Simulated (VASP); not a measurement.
**Cd: single point with LDA**

Crystal: Cd.

```xyz
2
Lattice="0.0000 2.7165 2.7165 2.7165 0.0000 2.7165 2.7165 2.7165 0.0000" Properties=species:S:1:pos:R:3 pbc="T T T"
Cd    0.0000    0.0000    0.0000
Cd    1.3583    1.3583    1.3583
```

This isn't the form of Cd at room conditions, which is hcp.

```json
{
  "Program": "VASP 6.6.1",
  "Task": "single point",
  "Functional": "LDA",
  "Potentials or basis": "VASP PAW LDA potentials, release 64 (Cd)",
  "Cutoff": "520 eV",
  "k mesh": "6 × 6 × 6",
  "Occupations": "gaussian, width 0.05 eV",
  "Spin": "no spin polarisation",
  "Dipole correction": "no",
  "Further INCAR settings": "ALGO = Normal; EDIFF = 1e-06; NBANDS = 19"
}
```

- Pressure: 48.0 GPa
- Band gap on the k mesh: zero (bands 12 and 13 overlap by 9.17 eV)

Levels at points of the mesh, in eV from the Fermi level:
```tsv
k point	band 10	band 11	band 12	band 13	band 14	band 15
(0.00, 0.00, 0.00)	-8.24	-8.24	7.89	7.89	7.89	8.53
(0.50, 0.00, 0.00)	-8.29	-4.72	-4.33	4.64	4.64	8.30
(0.50, 0.50, 0.00)	-8.13	-3.24	-3.24	0.97	0.97	5.77
```

Wall time 22 s on 1 thread of Intel Xeon 8259CL (shared host), peak memory 0.15 GiB.

Caveat: the cell stands under pressure.
